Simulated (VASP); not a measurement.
Lu:

```xyz
2
Lattice="3.5071 0.0000 0.0000 -1.7535 3.0372 0.0000 0.0000 0.0000 5.4773" Properties=species:S:1:pos:R:3 pbc="T T T"
Lu    0.0000    2.0248    1.3693
Lu    1.7535    1.0124    4.1080
```

Base run:

| Quantity | Value |
| --- | --- |
| Program | VASP 6.6.1 |
| Functional | PBE |
| Potentials or basis | VASP PAW PBE potentials, release 64 (Lu) |
| Cutoff | 520 eV |
| k mesh | 10 × 10 × 6 |
| Occupations | fermi-dirac, width 0.01 eV |
| Spin | no spin polarisation |

Its results: band gap on the k mesh zero (bands 25 and 26 overlap by 1.84 eV); pressure 0.1 GPa.

Q: The run is repeated on the same cell with these changes: occupations from fermi-dirac, width 0.01 eV to fermi-dirac, width 0.6 eV. What comes out?

A: Band gap on the k mesh zero (bands 25 and 26 overlap by 1.86 eV); pressure 2.6 GPa.

Caveats: spin-orbit coupling is left out, which moves the levels of the heavy elements; so wide a smearing shifts energies and pressures (at least some runs).
